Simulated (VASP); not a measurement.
# AlCo (Pm-3m) in VASP: notebook, part 2 of 3

VASP 6.6.1. The steps go on from the part before.

## 3. Single point, PBEsol

This run uses another cell than the first one, of 10.73 Å³/atom, 1.040 times its volume.

File INCAR:

```
SYSTEM = AlCo
PREC = Accurate
ENCUT = 520
EDIFF = 1E-7
ISMEAR = 0
SIGMA = 0.1
LREAL = .FALSE.
LASPH = .TRUE.
NELM = 80
ALGO = Normal
ISIF = 2
LWAVE = .FALSE.
LCHARG = .FALSE.
GGA = PS
NBANDS = 13
```

File KPOINTS:

```
regular mesh
0
G
  14 14 14
  0 0 0
```

File POSCAR:

```
AlCo
1.0
    2.7787312500      0.0000000000      0.0000000000
    0.0000000000      2.7787312500      0.0000000000
    0.0000000000      0.0000000000      2.7787312500
Al Co
1 1
Direct
    0.0000000000      0.0000000000      0.0000000000
    0.5000000000      0.5000000000      0.5000000000
```

Potentials or basis: VASP PAW PBE potentials, release 64 (Al, Co).

Command:

```console
$ cat potpaw_PBE.64/Al/POTCAR potpaw_PBE.64/Co/POTCAR > POTCAR
$ mpirun -np 1 vasp_std > vasp.out
```

OUTCAR:

```text
SYSTEM = AlCo
   PREC = Accurate
   ENCUT = 520
   EDIFF = 1E-7
   ISMEAR = 0
   LREAL = .FALSE.
   LASPH = .TRUE.
   NELM = 80
   ISIF = 2
   GGA = PS

 ion  position               nearest neighbor table
   1  0.000  0.000  0.000-   2 2.41   2 2.41   2 2.41   2 2.41   2 2.41   2 2.41   2 2.41   2 2.41

   2  0.500  0.500  0.500-   1 2.41   1 2.41   1 2.41   1 2.41   1 2.41   1 2.41   1 2.41   1 2.41

  LATTYP: Found a simple cubic cell.
 ALAT       =     2.7787312500

  Lattice vectors:

 A1 = (   2.7787312500,   0.0000000000,   0.0000000000)
 A2 = (   0.0000000000,   2.7787312500,   0.0000000000)
 A3 = (   0.0000000000,   0.0000000000,   2.7787312500)

Analysis of symmetry for initial positions (statically):
=====================================================================
 Subroutine PRICEL returns:
 Original cell was already a primitive cell.

 Routine SETGRP: Setting up the symmetry group for a
 simple cubic supercell.

 Subroutine GETGRP returns: Found 48 space group operations
 (whereof 48 operations were pure point group operations)
 out of a pool of 48 trial point group operations.

The static configuration has the point symmetry O_h .

Analysis of symmetry for dynamics (positions and initial velocities):
=====================================================================
 Subroutine PRICEL returns:
 Original cell was already a primitive cell.

 Routine SETGRP: Setting up the symmetry group for a
 simple cubic supercell.

 Subroutine GETGRP returns: Found 48 space group operations
 (whereof 48 operations were pure point group operations)
 out of a pool of 48 trial point group operations.

The dynamic configuration has the point symmetry O_h .

 Subroutine INISYM returns: Found 48 space group operations
 (whereof 48 operations are pure point group operations),
 and found     1 'primitive' translations

----------------------------------------------------------------------------------------

                                     Primitive cell

  volume of cell :      21.4555

[... 118 lines left out ...]
   LRPA    =     F    only Hartree local field effects (RPA)
 non-spin polarized calculation
 Gauss-broadening in eV      SIGMA  =   0.10
  energy-cutoff  :      520.00
  volume of cell :       21.46
 maximum number of plane-waves:       591
 NGX is ok and might be reduce to    24
   NGX = 11   NGY = 11   NGZ = 11

 number of electron      12.0000003 magnetization

 Free energy of the ion-electron system (eV)
  ---------------------------------------------------
  ext. energy  EPLUGINS =         0.00000000
  ---------------------------------------------------
  free energy    TOTEN  =       -13.05235884 eV

  energy without entropy =      -13.04930052  energy(sigma->0) =      -13.05082968

 E-fermi :  11.5136     XC(G=0): -12.7619

 val. band max:       11.5070176534   @ k =   0.5000   0.3571   0.0714
 cond. band min:      11.5712395628   @ k =   0.5000   0.3571   0.2857
 fundamental gap:      0.0642219094
 Fermi energy:        11.5135644077

 k-point     1 :       0.0000    0.0000    0.0000
  band No.  band energies     occupation
      1      -0.0953      2.00000
      2       8.1549      2.00000
      3       8.1549      2.00000
      4      10.5879      2.00000
      5      10.5879      2.00000
      6      10.5879      2.00000
      7      17.8555      0.00000
      8      17.8555      0.00000
      9      17.8555      0.00000
     10      20.5696      0.00000
     11      20.5696      0.00000
     12      28.1621      0.00000
     13      34.0455      0.00000
[... 354 lines left out ...]
  band No.  band energies     occupation
      1       3.1588      2.00000
      2       7.1398      2.00000
      3       8.6895      2.00000
      4       9.4579      2.00000
      5       9.8514      2.00000
      6      10.3144      2.00000
      7      12.2471      0.00000
      8      16.3207      0.00000
      9      20.2563      0.00000
     10      21.9086      0.00000
     11      24.3321      0.00000
     12      26.7974      0.00000
     13      29.0897      0.00000

 [... further k-points ...]

------------------------ aborting loop because EDIFF is reached ----------------------------------------

  FORCE on cell =-STRESS in cart. coord.  units (eV):
  Direction    XX          YY          ZZ          XY          YZ          ZX
  --------------------------------------------------------------------------------------
  -------------------------------------------------------------------------------------
  Total        1.3632678      1.3632678      1.3632678      0.0000000      0.0000000     -0.0000000
  in kB      101.8010156    101.8010156    101.8010156      0.0000000      0.0000000     -0.0000000
  external PRESSURE =     101.8010156 kB  Pullay stress =       0.0000000 kB

 VOLUME and BASIS-vectors are now :
 -----------------------------------------------------------------------------
  energy-cutoff  :      520.00
  volume of cell :       21.46
      direct lattice vectors                 reciprocal lattice vectors
     2.778731250  0.000000000  0.000000000     0.359876472  0.000000000  0.000000000
     0.000000000  2.778731250  0.000000000     0.000000000  0.359876472  0.000000000
     0.000000000  0.000000000  2.778731250     0.000000000  0.000000000  0.359876472

 POSITION                                       TOTAL-FORCE (eV/Angst)
 -----------------------------------------------------------------------------------
      0.00000      0.00000      0.00000         0.000000      0.000000      0.000000
      1.38937      1.38937      1.38937         0.000000      0.000000      0.000000
 -----------------------------------------------------------------------------------
    total drift:                                0.000000     -0.000000     -0.000000

  FREE ENERGIE OF THE ION-ELECTRON SYSTEM (eV)
  ---------------------------------------------------
  free  energy   TOTEN  =       -13.0523588396 eV

  energy  without entropy=      -13.0493005220  energy(sigma->0) =      -13.05082968
```

stdout:

```text
POSCAR found type information on POSCAR AlCo
 POSCAR found :  2 types and       2 ions
 scaLAPACK will be used
 -----------------------------------------------------------------------------
|                                                                             |
|                                                                             |
|     You enforced a specific xc type in the INCAR file but a different       |
|     I HOPE YOU KNOW WHAT YOU ARE DOING!                                     |
|                                                                             |
 -----------------------------------------------------------------------------

 LDA part: xc-table for (Slater+PW92), standard interpolation
 POSCAR, INCAR and KPOINTS ok, starting setup
 FFT: planning ... GRIDC
 FFT: planning ... GRID_SOFT
 FFT: planning ... GRID
 WAVECAR not read
 entering main loop
```

It took 47 s on 1 thread of AMD EPYC 7R13, shared host; peak memory 0.13 GiB.

What came out:

```yaml
Free_energy: -13.0524 eV
Pressure: 10.2 GPa
Band_gap_on_the_k_mesh: zero (band 6 reaches 13.86 eV, above the bottom of band 7 at 11.22 eV)
```

Caveat: the PAW data sets were made with another functional, which shifts forces and pressure a little. Spin polarisation is off, so any magnetic state and its effect on volume and gap are missing.

## 4. Single point, PBEsol

This run uses another cell than the first one, of 10.97 Å³/atom, 1.063 times its volume.

File INCAR:

```
ALGO     = Normal         # electronic algorithm
EDIFF    = 1E-7           # SCF threshold, eV
ENCUT    = 520            # plane-wave cutoff, eV
GGA      = PS             # functional
ISIF     = 2              # what is computed and relaxed
ISMEAR   = 0              # smearing method
LASPH    = T              # aspherical terms in the spheres
LCHARG   = F              # write CHGCAR
LREAL    = F              # projectors in reciprocal space
LWAVE    = F              # write WAVECAR
NBANDS   = 13             # bands
NELM     = 60             # most SCF steps
PREC     = Accurate       # precision mode
SIGMA    = 0.1            # smearing width, eV
```

File KPOINTS:

```
k-points
0
Gamma
  14 14 14
```

File POSCAR:

```
AlCo
1.0
    2.7993653114      0.0000000000      0.0000000000
    0.0000000000      2.7993653114      0.0000000000
    0.0000000000      0.0000000000      2.7993653114
Al Co
1 1
Direct
    0.0000000000      0.0000000000      0.0000000000
    0.5000000000      0.5000000000      0.5000000000
```

Command:

```console
$ cat potpaw_PBE.64/Al/POTCAR potpaw_PBE.64/Co/POTCAR > POTCAR
$ mpirun -np 1 vasp_std > vasp.out
```

Run time: 53 s. Hardware: 1 thread of AMD EPYC 7R13, shared host; peak memory 0.14 GiB.

The run converged. Its results:

| Item | Value |
| --- | --- |
| Free energy | -13.0753 eV |
| Pressure | 5.1 GPa |
| Band gap on the k mesh | zero (band 6 reaches 13.55 eV, above the bottom of band 7 at 10.91 eV) |

Levels at points of the mesh, in eV from the Fermi level:
| k point | band 3 | band 4 | band 5 | band 6 | band 7 | band 8 | band 9 | band 10 |
| --- | --- | --- | --- | --- | --- | --- | --- | --- |
| (0.00, 0.00, 0.00) | -3.25 | -0.89 | -0.89 | -0.89 | 6.23 | 6.23 | 6.23 | 8.97 |
| (0.50, 0.00, 0.00) | -2.61 | -1.84 | -1.84 | -0.77 | 0.18 | 8.47 | 10.87 | 10.87 |
| (0.50, 0.50, 0.00) | -2.79 | -2.79 | -1.62 | -1.62 | -0.28 | 2.55 | 3.81 | 13.38 |
| (0.50, 0.50, 0.50) | -4.20 | -0.24 | -0.24 | 2.35 | 2.35 | 2.35 | 4.64 | 5.66 |

Caveat: the PAW data sets were made with another functional, which shifts forces and pressure a little. Spin polarisation is off, so any magnetic state and its effect on volume and gap are missing.

(Part 2 of 3 ends here.)
